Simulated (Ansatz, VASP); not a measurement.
One calculation of Gd, two programs

```xyz
2
Lattice="3.6474 0.0000 0.0000 -1.8237 3.1587 0.0000 0.0000 0.0000 5.8182" Properties=species:S:1:pos:R:3 pbc="T T T"
Gd    0.0000    2.1058    4.3636
Gd    1.8237    1.0529    1.4545
```

Alike in both runs: functional PBE; k mesh 6 × 6 × 4; occupations gaussian, width 0.05 eV; collinear spin.

Ansatz relaxed the structure, and its values are those at the end. VASP's run is a single point on that final structure, the one shown.

|  | VASP | Ansatz |
| --- | --- | --- |
| version | VASP 6.6.1 | Ansatz 0.2.0 |
| potentials or method | VASP PAW PBE potentials, release 64 (Gd), cutoff 520 eV | scalar-relativistic, plane waves, PAW |
| valence electrons in the cell | 36 | 36 |

VASP gave:

| Item | Value |
| --- | --- |
| gap on the k mesh at the Fermi level (eV) | none |
| pressure (GPa) | 0.2 |
| net moment per atom (μB) | 7.70 |
| size of the moment on the site where the two differ most (μB) | 7.01 |

Q: Which values does Ansatz return?

A: gap on the k mesh at the Fermi level (eV): none; pressure (GPa): 0.0; net moment per atom (μB): 7.70; size of the moment on the site where the two differ most (μB): 7.39.

Site moments also hang on the region over which each program counts them. A gap of «none» marks a metal or a gap that the smearing closes. With one functional, cell and mesh, what is left measures potentials, basis and numerics.

Spin-orbit coupling is off throughout.
